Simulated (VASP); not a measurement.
KTaO3:

```
K Ta O
1.0
     3.91033    0.00000    0.00000
     0.00000    3.91033    0.00000
     0.00000    0.00000    3.91033
K Ta O
1 1 3
Direct
  0.00000 0.00000 0.00000
  0.50000 0.50000 0.50000
  0.50000 0.50000 0.00000
  0.50000 0.00000 0.50000
  0.00000 0.50000 0.50000
```

This cell differs from its parent crystal: strain -2.0%.

Base run:

* Program: VASP 6.6.1
* Functional: r2SCAN
* Potentials or basis: VASP PAW PBE potentials, release 64 (K_sv, Ta_sv_GW, O)
* Cutoff: 660 eV
* k mesh: 6 × 6 × 6
* Occupations: gaussian, width 0.01 eV
* Spin: no spin polarisation

Its results: band gap on the k mesh 2.77 eV, indirect (least direct gap 3.38 eV); pressure 14.7 GPa.

The run is repeated on the same cell with these changes: potentials or basis from VASP PAW PBE potentials, release 64 (K_sv, Ta_sv_GW, O) to VASP PAW PBE potentials, release 64 (K_sv, Ta_pv, O); cutoff from 660 eV to 520 eV; further incar settings from ALGO = Normal; EDIFF = 1e-06; NBANDS = 28 to ALGO = Normal; EDIFF = 1e-07; NBANDS = 27; valence electrons from 40 to 38. What comes out?

Band gap on the k mesh 2.74 eV, indirect (least direct gap 3.37 eV); pressure 15.8 GPa.

Caveats: the PAW data sets were made with another functional, which shifts forces and pressure a little; spin-orbit coupling is left out, which moves the levels of the heavy elements.

A k mesh can miss the band edges.
